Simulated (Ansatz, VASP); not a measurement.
**PbSe: VASP beside Ansatz**

```xyz
2
Lattice="3.7869 0.0378 -0.0378 0.0378 3.7869 0.0378 -0.0378 0.0378 3.7869" Properties=species:S:1:pos:R:3 pbc="T T T"
Pb    0.0849   -0.0849    0.0849
Se    1.8085    2.0162    1.8085
```

Alike in both runs: task single point; functional PBEsol; k mesh 12 × 12 × 12; occupations gaussian, width 0.1 eV; no spin polarisation.

|  | VASP | Ansatz |
| --- | --- | --- |
| version | VASP 6.6.1 | Ansatz 0.2.0 |
| potentials or method | VASP PAW PBE potentials, release 64 (Pb_d, Se), cutoff 520 eV | scalar-relativistic, plane waves, PAW |
| valence electrons in the cell | 20 | 30 |

```tsv
	VASP	Ansatz	Ansatz less VASP
gap on the k mesh at the Fermi level (eV)	none	none	-
pressure (GPa)	-1.9	-1.9	0.00
traceless stress, the component that is largest in VASP (GPa)	-0.70	-0.70	+0.007
rms of the force components (eV/Å)	0.060	0.064	+0.0031
```

VASP's potentials were made for PBE, not for PBEsol. Atom by atom the forces differ by 0.003 eV/Å (rms over components). A gap of «none» marks a metal or a gap that the smearing closes. The functional is the same, so the differences come from potentials, cutoffs and numerics. VASP's potentials hold 20 valence electrons a cell and Ansatz's 30, so a difference there can come from the potentials and not from the codes.

Spin-orbit coupling is off throughout.
